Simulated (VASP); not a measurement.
A run of VASP 6.6.1 is set up as follows.

File INCAR:

```
SYSTEM = V
PREC     = Accurate       ! precision mode
ENCUT    = 520            ! plane-wave cutoff, eV
EDIFF    = 1E-6           ! SCF threshold, eV
ISMEAR   = -1             ! smearing method
SIGMA    = 0.05           ! smearing width, eV
LREAL    = .FALSE.        ! projectors in reciprocal space
LASPH    = .TRUE.         ! aspherical terms in the spheres
NELM     = 150            ! most SCF steps
ALGO     = Normal         ! electronic algorithm
ISIF     = 2              ! what is computed and relaxed
LWAVE    = .FALSE.        ! write WAVECAR
LCHARG   = .FALSE.        ! write CHGCAR
ISPIN    = 2              ! spin polarisation
MAGMOM   = 1 1            ! initial moments
LORBIT   = 11             ! projections on sites
LMAXMIX  = 4              ! l up to which the mixer works
GGA      = PE             ! functional
NBANDS   = 24             ! bands
```

File KPOINTS:

```
regular mesh
0
G
  23 23 11
  0 0 0
```

Contents of POSCAR:

```
V
1.0
    2.5401044605      0.0000000000      0.0000000000
   -1.2700522302      2.1997949910      0.0000000000
    0.0000000000      0.0000000000      4.5559575792
V
2
Direct
    0.3333333333      0.6666666667      0.2500000000
    0.6666666667      0.3333333333      0.7500000000
```

Potentials or basis: VASP PAW PBE potentials, release 64 (V_sv).

Command:

```console
$ cat potpaw_PBE.64/V_sv/POTCAR > POTCAR
$ mpirun -np 1 vasp_std > vasp.out
```

Question: Estimate the band gap on the k mesh.

Answer: Zero (filled and empty bands overlap).

Question: Predict the pressure.

Answer: 17.3 GPa.

Question: What does it give for the net moment?

Answer: 0.00 μB per cell.

Stress tensor (GPa, compression positive):
```
17.21  0.00  0.00
 0.00 17.21  0.00
 0.00  0.00 17.38
```

Caveat: the cell stands under pressure; the moments typed at the start vanished in this run.
